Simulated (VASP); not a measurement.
# Sb (Im-3m) in VASP: a series of runs

The runs below take Sb through single point, with RPBE.

All numbers are computed with VASP 6.6.1; they aren't measurements. Logs are shortened: lines on timing, memory, paths and dates and some standing lists are left out, and cuts for length are marked.

## (1) The cell of the first run

Symmetry: Im-3m, No. 229, cubic system. Conventional cell: a = 3.661 Å, b = 3.661 Å, c = 3.661 Å, α = 90.00°, β = 90.00°, γ = 90.00°. Within 4.2 Å of Sb (site symmetry m-3m) lie 14 Sb at 3.17 to 3.66 Å.

## (2) Single point, RPBE (volume scaled by 0.88)

Contents of INCAR:

```
PREC = Accurate
ENCUT = 520
EDIFF = 1E-6
ISMEAR = -1
SIGMA = 0.1
LREAL = F
LASPH = T
NELM = 60
ALGO = Normal
ISIF = 2
LWAVE = F
LCHARG = F
GGA = RP
NBANDS = 8
```

Contents of KPOINTS:

```
Automatic mesh
0
Gamma
  13 13 13
```

Contents of POSCAR:

```
Sb
1.0
   -1.8303099518      1.8303099518      1.8303099518
    1.8303099518     -1.8303099518      1.8303099518
    1.8303099518      1.8303099518     -1.8303099518
Sb
1
Direct
    0.0000000000      0.0000000000      0.0000000000
```

Potentials or basis: VASP PAW PBE potentials, release 64 (Sb).

Launch:

```bash
cat potpaw_PBE.64/Sb/POTCAR > POTCAR
mpirun -np 1 vasp_std > vasp.out
```

OUTCAR:

```text
PREC = Accurate
   ENCUT = 520
   EDIFF = 1E-6
   ISMEAR = -1
   LREAL = F
   LASPH = T
   NELM = 60
   ISIF = 2
   GGA = RP

 ion  position               nearest neighbor table
   1  0.000  0.000  0.000-

  LATTYP: Found a body centered cubic cell.
 ALAT       =     3.6606199036

  Lattice vectors:

 A1 = (  -1.8303099518,   1.8303099518,   1.8303099518)
 A2 = (   1.8303099518,  -1.8303099518,   1.8303099518)
 A3 = (   1.8303099518,   1.8303099518,  -1.8303099518)

Analysis of symmetry for initial positions (statically):
=====================================================================
 Subroutine PRICEL returns:
 Original cell was already a primitive cell.

 Routine SETGRP: Setting up the symmetry group for a
 body centered cubic supercell.

 Subroutine GETGRP returns: Found 48 space group operations
 (whereof 48 operations were pure point group operations)
 out of a pool of 48 trial point group operations.

The static configuration has the point symmetry O_h .

Analysis of symmetry for dynamics (positions and initial velocities):
=====================================================================
 Subroutine PRICEL returns:
 Original cell was already a primitive cell.

 Routine SETGRP: Setting up the symmetry group for a
 body centered cubic supercell.

 Subroutine GETGRP returns: Found 48 space group operations
 (whereof 48 operations were pure point group operations)
 out of a pool of 48 trial point group operations.

The dynamic configuration has the point symmetry O_h .

 Subroutine INISYM returns: Found 48 space group operations
 (whereof 48 operations are pure point group operations),
 and found     1 'primitive' translations

----------------------------------------------------------------------------------------

                                     Primitive cell

  volume of cell :      24.5264

  direct lattice vectors                    reciprocal lattice vectors
    -1.830309952  1.830309952  1.830309952     0.000000000  0.273177775  0.273177775
     1.830309952 -1.830309952  1.830309952     0.273177775  0.000000000  0.273177775
     1.830309952  1.830309952 -1.830309952     0.273177775  0.273177775  0.000000000

  length of vectors
     3.170189830  3.170189830  3.170189830     0.386331714  0.386331714  0.386331714

  position of ions in fractional coordinates (direct lattice)
     0.000000000  0.000000000  0.000000000

  ion indices of the primitive-cell ions
   primitive index   ion index
                 1           1

----------------------------------------------------------------------------------------

 KPOINTS: Automatic mesh

Automatic generation of k-mesh.
 Grid dimensions read from file:
 generate k-points for:   13   13   13

 Generating k-lattice:

  Cartesian coordinates                     Fractional coordinates (reciprocal lattice)
     0.000000000  0.021013675  0.021013675     0.076923077  0.000000000  0.000000000
     0.021013675  0.000000000  0.021013675     0.000000000  0.076923077  0.000000000
     0.021013675  0.021013675  0.000000000     0.000000000  0.000000000  0.076923077

  Length of vectors
     0.029717824  0.029717824  0.029717824

  Shift w.r.t. Gamma in fractional coordinates (k-lattice)
     0.000000000  0.000000000  0.000000000

 Subroutine IBZKPT returns following result:
 ===========================================

 Found     84 irreducible k-points:

 Following reciprocal coordinates:
            Coordinates               Weight
  0.000000  0.000000  0.000000      1.000000
  0.076923  0.000000  0.000000     12.000000
  0.153846  0.000000  0.000000     12.000000
  0.230769  0.000000  0.000000     12.000000
  0.307692  0.000000  0.000000     12.000000
  0.384615  0.000000  0.000000     12.000000
[... 16 lines left out ...]
  0.153846  0.076923  0.076923     24.000000
  0.230769  0.076923  0.076923     24.000000
 [... further k-points ...]
   k-points           NKPTS =     84   k-points in BZ     NKDIM =     84   number of bands    NBANDS=      8
   number of dos      NEDOS =    301   number of ions     NIONS =      1
   total plane-waves  NPLWV =  13824
   dimension x,y,z NGX =    24 NGY =   24 NGZ =   24
   dimension x,y,z NGXF=    48 NGYF=   48 NGZF=   48
   ions per type =               1
   NGX,Y,Z   is equivalent  to a cutoff of  12.59, 12.59, 12.59 a.u.
   NGXF,Y,Z  is equivalent  to a cutoff of  25.17, 25.17, 25.17 a.u.
 SYSTEM =  unknown system
   PREC   = accura    normal or accurate (medium, high low for compatibility)
   ISTART =      0    job   : 0-new  1-cont  2-samecut
   ICHARG =      2    charge: 1-file 2-atom 10-const
   ISPIN  =      1    spin polarized calculation?
   LNONCOLLINEAR =      F non collinear calculations
   LSORBIT =      F    spin-orbit coupling
   LASPH  =      T    aspherical Exc in radial PAW
   ENCUT  =  520.0 eV  38.22 Ry    6.18 a.u.   5.89  5.89  5.89*2*pi/ulx,y,z
   NELM   =     60;   NELMIN=  2; NELMDL= -5     # of ELM steps
   EDIFF  = 0.1E-05   stopping-criterion for ELM
   LREAL  =      F    real-space projection
   EDIFFG = 0.1E-04   stopping-criterion for IOM
   NSW    =      0    number of steps for IOM
   IBRION =     -1    ionic relax: 0-MD 1-quasi-New 2-CG
   NFREE  =      0    steps in history (QN), initial steepest desc. (CG)
   ISIF   =      2    stress and relaxation
   ISYM   =      2    0-nonsym 1-usesym 2-fastsym
   POTIM  = 0.5000    time-step for ionic-motion
   TEBEG  =    0.0;   TEEND  =   0.0 temperature during run
   PSTRESS=    0.0 pullay stress
   NELECT =       5.0000    total number of electrons
   NUPDOWN=      -1.0000    fix difference up-down
   EMIN   =  10.00;   EMAX   =-10.00  energy-range for DOS
   EFERMI =   0.00;   METHOD = LEGACY
   ISMEAR =    -1;   SIGMA  =   0.10  broadening in eV -4-tet -1-fermi 0-gaus
   EFERMI_NEDOS =   21; number of points for ismear=-14 and -15
   IALGO  =     38    algorithm
   IMIX   =      4    mixing-type and parameters
     AMIX     =   0.40;   BMIX     =  1.00
     AMIX_MAG =   1.60;   BMIX_MAG =  1.00
  volume/ion in A,a.u.               =      24.53       165.51
  Fermi-wavevector in a.u.,A,eV,Ry     =   0.963504  1.820759 12.630832  0.928340
  Thomas-Fermi vector in A             =   2.093055
   LORBIT       =      0    0 simple, 1 ext, 2 COOP (PROOUT), +10 PAW based schemes
   GGA     = RP    functional components
   LHFCALC =     F    Hartree Fock is set to
   AEXX    =    0.0000 exact exchange contribution
   IVDW    =     0    specifies the selected vdW correction
   LEPSILON=     F    determine dielectric tensor
   LRPA    =     F    only Hartree local field effects (RPA)
 non-spin polarized calculation
  energy-cutoff  :      520.00
  volume of cell :       24.53
 maximum number of plane-waves:       682
   NGX = 11   NGY = 11   NGZ = 11

 number of electron       5.0000001 magnetization

 Free energy of the ion-electron system (eV)
  ---------------------------------------------------
  ext. energy  EPLUGINS =         0.00000000
  ---------------------------------------------------
  free energy    TOTEN  =        -3.45408632 eV

  energy without entropy =       -3.43527022  energy(sigma->0) =       -3.44467827

 E-fermi :   9.7995     XC(G=0): -10.6114

 val. band max:        9.7261592775   @ k =   0.3077   0.1538   0.0000
 cond. band min:       9.7995000779   @ k =   0.1538   0.1538   0.0000
 fundamental gap:      0.0733408003
 Fermi energy:         9.7994951956

 k-point     1 :       0.0000    0.0000    0.0000
  band No.  band energies     occupation
      1      -3.7821      2.00000
      2      16.1195      0.00000
      3      16.1195      0.00000
      4      16.1195      0.00000
      5      20.6872      0.00000
      6      20.6872      0.00000
      7      20.6872      0.00000
      8      21.6374      0.00000

 k-point     2 :       0.0769    0.0000    0.0000
  band No.  band energies     occupation
      1      -3.6465      2.00000
      2      15.0240      0.00000
      3      15.6199      0.00000
      4      15.9781      0.00000
      5      19.8153      0.00000
      6      19.8339      0.00000
      7      21.1803      0.00000
      8      21.3108      0.00000

 k-point     3 :       0.1538    0.0000    0.0000
  band No.  band energies     occupation
      1      -3.2408      2.00000
      2      12.7247      0.00000
      3      14.6030      0.00000
      4      15.5815      0.00000
      5      18.7008      0.00000
      6      18.8433      0.00000
      7      20.9630      0.00000
      8      21.9497      0.00000

 k-point     4 :       0.2308    0.0000    0.0000
  band No.  band energies     occupation
      1      -2.5685      2.00000
      2      10.1914      0.03895
      3      13.5660      0.00000
      4      15.0431      0.00000
      5      17.8337      0.00000
      6      18.0397      0.00000
      7      21.2492      0.00000
      8      22.4494      0.00000

 k-point     5 :       0.3077    0.0000    0.0000
  band No.  band energies     occupation
      1      -1.6415      2.00000
      2       7.7577      2.00000
      3      12.7020      0.00000
      4      14.5176      0.00000
      5      17.2016      0.00000
      6      17.4379      0.00000
      7      21.9361      0.00000
      8      23.1046      0.00000

 k-point     6 :       0.3846    0.0000    0.0000
  band No.  band energies     occupation
      1      -0.5024      2.00000
      2       5.5774      2.00000
      3      12.0928      0.00000
      4      14.1183      0.00000
      5      16.7897      0.00000
      6      17.0380      0.00000
      7      22.8974      0.00000
      8      23.9399      0.00000

 k-point     7 :       0.4615    0.0000    0.0000
  band No.  band energies     occupation
      1       0.6247      2.00000
      2       3.9206      2.00000
      3      11.7793      0.00000
      4      13.9059      0.00000
      5      16.5869      0.00000
      6      16.8385      0.00000
      7      23.9397      0.00000
      8      24.9646      0.00000

 k-point     8 :       0.0769    0.0769    0.0000
  band No.  band energies     occupation
      1      -3.3759      2.00000
      2      13.5444      0.00000
      3      14.7746      0.00000
      4      15.4518      0.00000
      5      19.2224      0.00000
      6      19.3750      0.00000
      7      20.8424      0.00000
      8      21.7202      0.00000

 k-point     9 :       0.1538    0.0769    0.0000
  band No.  band energies     occupation
      1      -2.8366      2.00000
      2      11.3704      0.00000
      3      13.4761      0.00000
      4      14.8357      0.00000
      5      18.4957      0.00000
      6      19.0573      0.00000
      7      20.7262      0.00000
      8      22.7469      0.00000

 k-point    10 :       0.2308    0.0769    0.0000
  band No.  band energies     occupation
      1      -2.0359      2.00000
      2       8.9759      1.99947
      3      12.4243      0.00000
      4      14.2198      0.00000
      5      17.8176      0.00000
      6      18.7268      0.00000
      7      20.9368      0.00000
      8      23.6289      0.00000
[... 78 lines left out ...]
 k-point    18 :       0.2308    0.2308    0.0000
  band No.  band energies     occupation
      1      -0.2434      2.00000
      2       6.7285      2.00000
      3       8.7122      1.99996
      4      12.9410      0.00000
      5      18.6096      0.00000
      6      19.5857      0.00000
      7      23.1532      0.00000
      8      23.8217      0.00000

 k-point    19 :       0.3077    0.2308   -0.0000
  band No.  band energies     occupation
      1       0.8664      2.00000
      2       5.3828      2.00000
      3       7.7703      2.00000
      4      12.6104      0.00000
      5      18.6198      0.00000
      6      20.3197      0.00000
      7      22.9557      0.00000
      8      23.7071      0.00000

 k-point    20 :       0.3846    0.2308    0.0000
  band No.  band energies     occupation
      1       1.5216      2.00000
      2       4.5896      2.00000
      3       7.5092      2.00000
      4      12.4978      0.00000
      5      18.5669      0.00000
      6      21.0885      0.00000
      7      22.1906      0.00000
      8      23.4581      0.00000

 k-point    21 :       0.3077    0.3077    0.0000
  band No.  band energies     occupation
      1       1.6952      2.00000
      2       5.2779      2.00000
      3       6.2797      2.00000
      4      12.3973      0.00000
      5      19.3026      0.00000
      6      20.5926      0.00000
      7      21.7744      0.00000
      8      25.4341      0.00000

 k-point    22 :       0.0769    0.0769    0.0769
  band No.  band energies     occupation
      1      -2.9713      2.00000
      2      11.9080      0.00000
      3      14.0488      0.00000
      4      14.0488      0.00000
      5      19.5189      0.00000
      6      19.5189      0.00000
      7      22.1067      0.00000
      8      22.1067      0.00000

 k-point    23 :       0.1538    0.0769    0.0769
  band No.  band energies     occupation
      1      -2.3020      2.00000
      2       9.9783      0.28667
      3      12.4109      0.00000
      4      13.2826      0.00000
      5      19.5593      0.00000
      6      19.6106      0.00000
      7      21.9693      0.00000
      8      22.5819      0.00000

 k-point    24 :       0.2308    0.0769    0.0769
  band No.  band energies     occupation
      1      -1.3817      2.00000
      2       7.8329      2.00000
      3      11.2725      0.00000
      4      12.6397      0.00000
      5      19.1642      0.00000
      6      19.4574      0.00000
      7      22.3674      0.00000
      8      23.2699      0.00000

 [... further k-points ...]
[... 5 lines left out ...]
  --------------------------------------------------------------------------------------
  -------------------------------------------------------------------------------------
  Total        1.3714575      1.3714575      1.3714575     -0.0000000      0.0000000      0.0000000
  in kB       89.5898965     89.5898965     89.5898965     -0.0000000      0.0000000      0.0000000
  external PRESSURE =      89.5898965 kB  Pullay stress =       0.0000000 kB

 VOLUME and BASIS-vectors are now :
 -----------------------------------------------------------------------------
  energy-cutoff  :      520.00
  volume of cell :       24.53
      direct lattice vectors                 reciprocal lattice vectors
    -1.830309952  1.830309952  1.830309952     0.000000000  0.273177775  0.273177775
     1.830309952 -1.830309952  1.830309952     0.273177775  0.000000000  0.273177775
     1.830309952  1.830309952 -1.830309952     0.273177775  0.273177775  0.000000000

 POSITION                                       TOTAL-FORCE (eV/Angst)
 -----------------------------------------------------------------------------------
      0.00000      0.00000      0.00000        -0.000000      0.000000      0.000000
 -----------------------------------------------------------------------------------
    total drift:                                0.000000     -0.000000      0.000000

  FREE ENERGIE OF THE ION-ELECTRON SYSTEM (eV)
  ---------------------------------------------------
  free  energy   TOTEN  =        -3.4540863215 eV

  energy  without entropy=       -3.4352702162  energy(sigma->0) =       -3.44467827
```

It took 4.3 s on 1 thread of Intel Xeon 6975P-C (Granite Rapids), shared host; peak memory 0.14 GiB.

Results:

- Free energy: -3.4541 eV
- Pressure: 9.0 GPa

Caveat: the PAW data sets were made with another functional, which shifts forces and pressure a little; spin-orbit coupling is left out, which moves the levels of the heavy elements.

## (3) Single point, RPBE (volume scaled by 0.92)

Contents of INCAR:

```
ALGO     = Normal         # electronic algorithm
EDIFF    = 1E-7           # SCF threshold, eV
ENCUT    = 520            # plane-wave cutoff, eV
GGA      = RP             # functional
ISIF     = 2              # what is computed and relaxed
ISMEAR   = -1             # smearing method
LASPH    = T              # aspherical terms in the spheres
LCHARG   = F              # write CHGCAR
LREAL    = F              # projectors in reciprocal space
LWAVE    = F              # write WAVECAR
NBANDS   = 8              # bands
NELM     = 100            # most SCF steps
PREC     = Accurate       # precision mode
SIGMA    = 0.1            # smearing width, eV
```

Contents of KPOINTS:

```
k-points
0
Gamma
  13 13 13
```

Contents of POSCAR:

```
Sb
1.0
   -1.8576320389      1.8576320389      1.8576320389
    1.8576320389     -1.8576320389      1.8576320389
    1.8576320389      1.8576320389     -1.8576320389
Sb
1
Direct
    0.0000000000      0.0000000000      0.0000000000
```

Potentials or basis: VASP PAW PBE potentials, release 64 (Sb).

Launch:

```bash
cat potpaw_PBE.64/Sb/POTCAR > POTCAR
mpirun -np 1 vasp_std > vasp.out
```

Wall time 5.5 s (1 thread of Intel Xeon 6975P-C (Granite Rapids), shared host); peak memory 0.14 GiB.

It converged, with:

```yaml
Free_energy: -3.5027 eV
Pressure: 5.2 GPa
```

Levels at points of the mesh, in eV from the Fermi level:
| k point | band 1 | band 2 | band 3 | band 4 | band 5 | band 6 | band 7 | band 8 |
| --- | --- | --- | --- | --- | --- | --- | --- | --- |
| (0.00, 0.00, 0.00) | -13.19 | 5.95 | 5.95 | 5.95 | 10.73 | 10.73 | 10.73 | 11.82 |

Caveat: the PAW data sets were made with another functional, which shifts forces and pressure a little; spin-orbit coupling is left out, which moves the levels of the heavy elements.

## (4) Single point, RPBE (volume scaled by 0.96)

Contents of INCAR:

```
SYSTEM = Sb
  ALGO = Normal
  EDIFF = 1E-6
  ENCUT = 520
  GGA = RP
  ISIF = 2
  ISMEAR = -1
  LASPH = .TRUE.
  LCHARG = .FALSE.
  LREAL = .FALSE.
  LWAVE = .FALSE.
  NBANDS = 8
  NELM = 100
  PREC = Accurate
  SIGMA = 0.1
```

Contents of KPOINTS:

```
k-points
0
G
  13 13 13
  0 0 0
```

Contents of POSCAR:

```
Sb
1.0
   -1.8841732253      1.8841732253      1.8841732253
    1.8841732253     -1.8841732253      1.8841732253
    1.8841732253      1.8841732253     -1.8841732253
Sb
1
Direct
    0.0000000000      0.0000000000      0.0000000000
```

Launch:

```bash
cat potpaw_PBE.64/Sb/POTCAR > POTCAR
mpirun -np 1 vasp_std > vasp.out
```

It took 4.3 s on 1 thread of Intel Xeon 6975P-C (Granite Rapids), shared host; peak memory 0.14 GiB.

Results (log left out):

```yaml
Free_energy: -3.5278 eV
Pressure: 2.2 GPa
```

Levels at points of the mesh, in eV from the Fermi level:
```csv
k point,band 1,band 2,band 3,band 4,band 5,band 6,band 7,band 8
"(0.00, 0.00, 0.00)",-12.84,5.61,5.61,5.61,10.57,10.57,10.57,11.80
```

Caveat: the PAW data sets were made with another functional, which shifts forces and pressure a little; spin-orbit coupling is left out, which moves the levels of the heavy elements.

## (5) The runs side by side

| cell | gap on the mesh (eV) | pressure (GPa) |
| --- | --- | --- |
| a = 3.170 Å, angles 109.5°, 1 atom | none | 9.0 |
| a = 3.218 Å, angles 109.5°, 1 atom | none | 5.2 |
| a = 3.263 Å, angles 109.5°, 1 atom | none | 2.2 |

Alike in all rows: task single point; level RPBE; potentials or basis VASP PAW PBE potentials, release 64 (Sb); no spin polarisation; k mesh 13 × 13 × 13; cutoff (eV) 520; smearing fermi-dirac 0.1 eV.

Caveats: the PAW data sets were made with another functional, which shifts forces and pressure a little; spin-orbit coupling is left out, which moves the levels of the heavy elements.

Absolute energies hang on the potentials; compare differences alone.
